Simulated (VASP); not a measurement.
# BN (P6_3mc) in VASP: notebook, part 3 of 3

VASP 6.6.1.

## Step 7: Single point, r2SCAN

This run uses another cell than the first one, of the same volume but with other edges.

Contents of POSCAR:

```
BN
1.0
    2.3309355986      0.0000000000      0.0000000000
   -1.1654677993      2.0186494430      0.0000000000
    0.0000000000      0.0000000000      5.0120066716
B N
2 2
Direct
    0.6666666667      0.3333333333      0.9997995909
    0.3333333333      0.6666666667      0.4997995909
    0.6666666667      0.3333333333      0.6252004091
    0.3333333333      0.6666666667      0.1252004091
```

Contents of INCAR.step1:

```
SYSTEM = BN
PREC = Accurate
ENCUT = 520
ISMEAR = 0
SIGMA = 0.05
LREAL = .FALSE.
LASPH = .TRUE.
NELM = 80
NBANDS = 16
GGA = PE
ALGO = Normal
EDIFF = 1E-4
LWAVE = .TRUE.
LCHARG = .FALSE.
```

Contents of INCAR.step2:

```
SYSTEM = BN
PREC = Accurate
ENCUT = 520
EDIFF = 1E-6
ISMEAR = 0
SIGMA = 0.05
LREAL = .FALSE.
LASPH = .TRUE.
NELM = 80
ALGO = Normal
ISIF = 2
LWAVE = .FALSE.
LCHARG = .FALSE.
METAGGA = R2SCAN
LMIXTAU = .TRUE.
NBANDS = 16
ISTART = 1
```

Contents of KPOINTS:

```
Automatic mesh
0
G
  12 12 6
  0 0 0
```

Potentials or basis: VASP PAW PBE potentials, release 64 (B, N).

Launch:

```
cat potpaw_PBE.64/B/POTCAR potpaw_PBE.64/N/POTCAR > POTCAR
cp INCAR.step1 INCAR
mpirun -np 1 vasp_std > vasp.out
cp INCAR.step2 INCAR
mpirun -np 1 vasp_std > vasp.out
```

OUTCAR:

```text
SYSTEM = BN
   PREC = Accurate
   ENCUT = 520
   EDIFF = 1E-6
   ISMEAR = 0
   LREAL = .FALSE.
   LASPH = .TRUE.
   NELM = 80
   ISIF = 2
   METAGGA = R2SCAN
   ISTART = 1

 ion  position               nearest neighbor table
   1  0.667  0.333  1.000-   4 1.49   4 1.49   4 1.49   3 1.88
   2  0.333  0.667  0.500-   3 1.49   3 1.49   3 1.49   4 1.88
   3  0.667  0.333  0.625-   2 1.49   2 1.49   2 1.49   1 1.88
   4  0.333  0.667  0.125-   1 1.49   1 1.49   1 1.49   2 1.88

  LATTYP: Found a hexagonal cell.
 ALAT       =     2.3309355986
 C/A-ratio  =     2.1502124188

  Lattice vectors:

 A1 = (   2.3309355986,   0.0000000000,   0.0000000000)
 A2 = (  -1.1654677993,   2.0186494430,   0.0000000000)
 A3 = (   0.0000000000,   0.0000000000,   5.0120066716)

Analysis of symmetry for initial positions (statically):
=====================================================================
 Subroutine PRICEL returns:
 Original cell was already a primitive cell.

 Routine SETGRP: Setting up the symmetry group for a
 hexagonal supercell.

 Subroutine GETGRP returns: Found 12 space group operations
 (whereof  6 operations were pure point group operations)
 out of a pool of 24 trial point group operations.

The static configuration has the point symmetry C_3v.
 The point group associated with its full space group is C_6v.

Analysis of symmetry for dynamics (positions and initial velocities):
=====================================================================
 Subroutine PRICEL returns:
 Original cell was already a primitive cell.

 Routine SETGRP: Setting up the symmetry group for a
 hexagonal supercell.

 Subroutine GETGRP returns: Found 12 space group operations
 (whereof  6 operations were pure point group operations)
 out of a pool of 24 trial point group operations.

The dynamic configuration has the point symmetry C_3v.
 The point group associated with its full space group is C_6v.

 Subroutine INISYM returns: Found 12 space group operations
 (whereof  6 operations are pure point group operations),
 and found     1 'primitive' translations

----------------------------------------------------------------------------------------

                                     Primitive cell

  volume of cell :      23.5832

  direct lattice vectors                    reciprocal lattice vectors
     2.330935599  0.000000000  0.000000000     0.429012282  0.247690356  0.000000000
    -1.165467799  2.018649443  0.000000000     0.000000000  0.495380713  0.000000000
     0.000000000  0.000000000  5.012006672     0.000000000  0.000000000  0.199520884

  length of vectors
     2.330935599  2.330935599  5.012006672     0.495380713  0.495380713  0.199520884

  position of ions in fractional coordinates (direct lattice)
     0.666666667  0.333333333  0.999799591
     0.333333333  0.666666667  0.499799591
     0.666666667  0.333333333  0.625200409
     0.333333333  0.666666667  0.125200409

  ion indices of the primitive-cell ions
   primitive index   ion index
                 1           1
                 2           2
                 3           3
                 4           4

----------------------------------------------------------------------------------------

 KPOINTS: Automatic mesh

Automatic generation of k-mesh.
 Grid dimensions read from file:
 generate k-points for:   12   12    6

 Generating k-lattice:

  Cartesian coordinates                     Fractional coordinates (reciprocal lattice)
     0.035751023  0.020640863  0.000000000     0.083333333  0.000000000  0.000000000
     0.000000000  0.041281726  0.000000000     0.000000000  0.083333333  0.000000000
     0.000000000  0.000000000  0.033253481     0.000000000  0.000000000  0.166666667

  Length of vectors
     0.041281726  0.041281726  0.033253481

  Shift w.r.t. Gamma in fractional coordinates (k-lattice)
     0.000000000  0.000000000  0.000000000

 Subroutine IBZKPT returns following result:
 ===========================================

 Found     76 irreducible k-points:

 Following reciprocal coordinates:
            Coordinates               Weight
  0.000000  0.000000  0.000000      1.000000
  0.083333  0.000000  0.000000      6.000000
  0.166667  0.000000  0.000000      6.000000
  0.250000  0.000000  0.000000      6.000000
  0.333333  0.000000  0.000000      6.000000
  0.416667 -0.000000  0.000000      6.000000
[... 16 lines left out ...]
  0.250000  0.000000  0.166667     12.000000
  0.333333  0.000000  0.166667     12.000000
 [... further k-points ...]
   k-points           NKPTS =     76   k-points in BZ     NKDIM =     76   number of bands    NBANDS=     16
   number of dos      NEDOS =    301   number of ions     NIONS =      4
   total plane-waves  NPLWV =  12960
   dimension x,y,z NGX =    18 NGY =   18 NGZ =   40
   dimension x,y,z NGXF=    36 NGYF=   36 NGZF=   80
   ions per type =               2   2
   NGX,Y,Z   is equivalent  to a cutoff of  12.84, 12.84, 13.27 a.u.
   NGXF,Y,Z  is equivalent  to a cutoff of  25.68, 25.68, 26.54 a.u.
 SYSTEM =  BN
   PREC   = accura    normal or accurate (medium, high low for compatibility)
   ISTART =      1    job   : 0-new  1-cont  2-samecut
   ICHARG =      0    charge: 1-file 2-atom 10-const
   ISPIN  =      1    spin polarized calculation?
   LNONCOLLINEAR =      F non collinear calculations
   LSORBIT =      F    spin-orbit coupling
   LASPH  =      T    aspherical Exc in radial PAW
   ENCUT  =  520.0 eV  38.22 Ry    6.18 a.u.   4.33  4.33  9.32*2*pi/ulx,y,z
   NELM   =     80;   NELMIN=  2; NELMDL=  0     # of ELM steps
   EDIFF  = 0.1E-05   stopping-criterion for ELM
   LREAL  =      F    real-space projection
   EDIFFG = 0.1E-04   stopping-criterion for IOM
   NSW    =      0    number of steps for IOM
   IBRION =     -1    ionic relax: 0-MD 1-quasi-New 2-CG
   NFREE  =      0    steps in history (QN), initial steepest desc. (CG)
   ISIF   =      2    stress and relaxation
   ISYM   =      2    0-nonsym 1-usesym 2-fastsym
   POTIM  = 0.5000    time-step for ionic-motion
   TEBEG  =    0.0;   TEEND  =   0.0 temperature during run
   PSTRESS=    0.0 pullay stress
   NELECT =      16.0000    total number of electrons
   NUPDOWN=      -1.0000    fix difference up-down
   EMIN   =  10.00;   EMAX   =-10.00  energy-range for DOS
   EFERMI =   0.00;   METHOD = LEGACY
   ISMEAR =     0;   SIGMA  =   0.05  broadening in eV -4-tet -1-fermi 0-gaus
   EFERMI_NEDOS =   21; number of points for ismear=-14 and -15
   IALGO  =     38    algorithm
   IMIX   =      4    mixing-type and parameters
     AMIX     =   0.40;   BMIX     =  1.00
     AMIX_MAG =   1.60;   BMIX_MAG =  1.00
  volume/ion in A,a.u.               =       5.90        39.79
  Fermi-wavevector in a.u.,A,eV,Ry     =   1.438513  2.718396 28.154815  2.069321
  Thomas-Fermi vector in A             =   2.557472
   LORBIT       =      0    0 simple, 1 ext, 2 COOP (PROOUT), +10 PAW based schemes
   METAGGA = R2SCAN    functional components
   LHFCALC =     F    Hartree Fock is set to
   AEXX    =    0.0000 exact exchange contribution
   IVDW    =     0    specifies the selected vdW correction
   LEPSILON=     F    determine dielectric tensor
   LRPA    =     F    only Hartree local field effects (RPA)
 non-spin polarized calculation
 Gauss-broadening in eV      SIGMA  =   0.05
  energy-cutoff  :      520.00
  volume of cell :       23.58
 maximum number of plane-waves:       678
 NGX is ok and might be reduce to    18

 number of electron      15.9999997 magnetization

 Free energy of the ion-electron system (eV)
  ---------------------------------------------------
  ext. energy  EPLUGINS =         0.00000000
  ---------------------------------------------------
  free energy    TOTEN  =       -35.16055826 eV

  energy without entropy =      -35.16055826  energy(sigma->0) =      -35.16055826

 E-fermi :   8.5371     XC(G=0): -13.6153

 val. band max:        8.3166700560   @ k =   0.0000   0.0000   0.0000
 cond. band min:       8.9859672923   @ k =   0.0000   0.0000   0.0000
 fundamental gap:      0.6692972363
 Fermi energy:         8.5371371175

 k-point     1 :       0.0000    0.0000    0.0000
  band No.  band energies     occupation
      1     -14.3484      2.00000
      2     -12.2347      2.00000
      3      -4.1991      2.00000
      4       5.1715      2.00000
      5       7.5548      2.00000
      6       7.5548      2.00000
[... 433 lines left out ...]
      3      -1.0587      2.00000
      4      -0.1961      2.00000
      5       0.6112      2.00000
      6       4.6829      2.00000
[... 8 lines left out ...]
     15      24.7510      0.00000
     16      24.8825      0.00000

 [... further k-points ...]
[... 5 lines left out ...]
  --------------------------------------------------------------------------------------
  -------------------------------------------------------------------------------------
  Total       16.0681526     16.0681526    -18.0798677      0.0000000      0.0000000      0.0000000
  in kB     1091.6255925   1091.6255925  -1228.2959221      0.0000000      0.0000000      0.0000000
  external PRESSURE =     318.3184210 kB  Pullay stress =       0.0000000 kB

 VOLUME and BASIS-vectors are now :
 -----------------------------------------------------------------------------
  energy-cutoff  :      520.00
  volume of cell :       23.58
      direct lattice vectors                 reciprocal lattice vectors
     2.330935599  0.000000000  0.000000000     0.429012282  0.247690356  0.000000000
    -1.165467799  2.018649443  0.000000000     0.000000000  0.495380713  0.000000000
     0.000000000  0.000000000  5.012006672     0.000000000  0.000000000  0.199520884

 POSITION                                       TOTAL-FORCE (eV/Angst)
 -----------------------------------------------------------------------------------
      1.16547      0.67288      5.01100         0.000000      0.000000      2.539379
     -0.00000      1.34577      2.50500         0.000000      0.000000      2.539379
      1.16547      0.67288      3.13351        -0.000000      0.000000     -2.539379
     -0.00000      1.34577      0.62751         0.000000     -0.000000     -2.539379
 -----------------------------------------------------------------------------------
    total drift:                               -0.000000     -0.000000      0.000040

  FREE ENERGIE OF THE ION-ELECTRON SYSTEM (eV)
  ---------------------------------------------------
  free  energy   TOTEN  =       -35.1605582609 eV

  energy  without entropy=      -35.1605582609  energy(sigma->0) =      -35.16055826
```

Run time: 87 s. Hardware: 1 thread of Intel Xeon 8259CL, shared host; peak memory 0.15 GiB.

Results:

```
Free energy            : -35.1606 eV
Pressure               : 31.8 GPa
Largest force          : 2.539 eV/Å
Band gap on the k mesh : 0.67 eV
```

Forces in eV/Å, atoms in the order of the input:
```
B    0.000  0.000  2.539
B    0.000  0.000  2.539
N    0.000  0.000 -2.539
N    0.000  0.000 -2.539
```

Stress tensor (GPa, compression positive):
```
 109.16    0.00    0.00
   0.00  109.16    0.00
   0.00    0.00 -122.83
```

Caveat: the cell stands under pressure; the PAW data sets were made with another functional, which shifts forces and pressure a little. A k mesh can miss the band edges.

## Step 8: Summary

```tsv
cell	gap on the mesh (eV)	pressure (GPa)	largest force (eV/Å)
a = 2.616, b = 2.616, c = 3.980 Å, angles 90.0, 90.0, 120.0°, 4 atoms	6.00	5.2	0.36
a = 2.464, b = 2.464, c = 4.484 Å, angles 90.0, 90.0, 120.0°, 4 atoms	5.32	5.4	0.40
a = 2.579, b = 2.579, c = 4.095 Å, angles 90.0, 90.0, 120.0°, 4 atoms	5.86	2.1	0.08
a = 2.503, b = 2.503, c = 4.347 Å, angles 90.0, 90.0, 120.0°, 4 atoms	5.53	2.2	0.11
a = 2.740, b = 2.740, c = 3.626 Å, angles 90.0, 90.0, 120.0°, 4 atoms	4.75	30.5	3.07
a = 2.331, b = 2.331, c = 5.012 Å, angles 90.0, 90.0, 120.0°, 4 atoms	0.67	31.8	2.54
```

Alike in all rows: task single point; level r2SCAN; potentials or basis VASP PAW PBE potentials, release 64 (B, N); no spin polarisation; k mesh 12 × 12 × 6; cutoff (eV) 520; smearing gaussian 0.05 eV.

Caveats: the PAW data sets were made with another functional, which shifts forces and pressure a little; the cell stands under pressure (at least some runs).

Total energies depend on the potentials used, so only differences within one code and one set of settings carry meaning.
